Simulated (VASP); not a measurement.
Set up this calculation in VASP 6.6.1, as the native input.

- Task: single point
- Functional: PBE
- Dispersion: D3(BJ)
- Potentials or basis: VASP PAW PBE potentials, release 64 (As, H)
- Cutoff: 520 eV
- k mesh: 9 × 9 × 1
- Occupations: gaussian, width 0.05 eV
- Spin: collinear spin, ferromagnetic start
- Starting moments: [0.0, 0.0, 1.0] μB
- Dipole correction: yes
- Further INCAR settings: ALGO = Normal; EDIFF = 1e-06; NBANDS = 16

The structure of As2H lies in POSCAR:

```
As2H
1.0
    3.5713387681      0.0000000000      0.0000000000
   -1.7856693841      3.0928700987      0.0000000000
    0.0000000000      0.0000000000     18.3976402524
As H
2 1
Direct
    0.3333333333      0.6666666667      0.2933876398
    0.6666666667      0.3333333333      0.2174191877
    0.3333333333      0.6666666667      0.3830730548
```

These files were run (other wordings do the same):

INCAR

```
SYSTEM = As2H
PREC = Accurate ; ENCUT = 520
EDIFF = 1E-6 ; ISMEAR = 0
SIGMA = 0.05 ; LREAL = .FALSE.
LASPH = .TRUE. ; NELM = 150
ALGO = Normal ; ISIF = 2
LWAVE = .FALSE. ; LCHARG = .FALSE.
ISPIN = 2 ; MAGMOM = 0 0 1
LORBIT = 11 ; LDIPOL = .TRUE.
IDIPOL = 3 ; DIPOL = 0.5 0.5 0.298
GGA = PE ; IVDW = 12
NBANDS = 16
```

KPOINTS

```
regular mesh
0
G
  9 9 1
  0 0 0
```

Potentials or basis: VASP PAW PBE potentials, release 64 (As, H).

Command:

```sh
$ cat potpaw_PBE.64/As/POTCAR potpaw_PBE.64/H/POTCAR > POTCAR
$ mpirun -np 1 vasp_std > vasp.out
```

Results of the run:

```yaml
Largest_force: 0.825 eV/Å
Net_moment: 0.00 μB per cell
Valence_electrons_inside_the_program's_atomic_spheres: As 2.77, 2.68; H 0.51
Dispersion_energy_per_atom: -0.161 eV
```

Run time: 78 s on 1 thread of Intel(R) Xeon(R) 6975P-C (Granite Rapids), with other jobs on the host, peak memory 0.42 GiB.
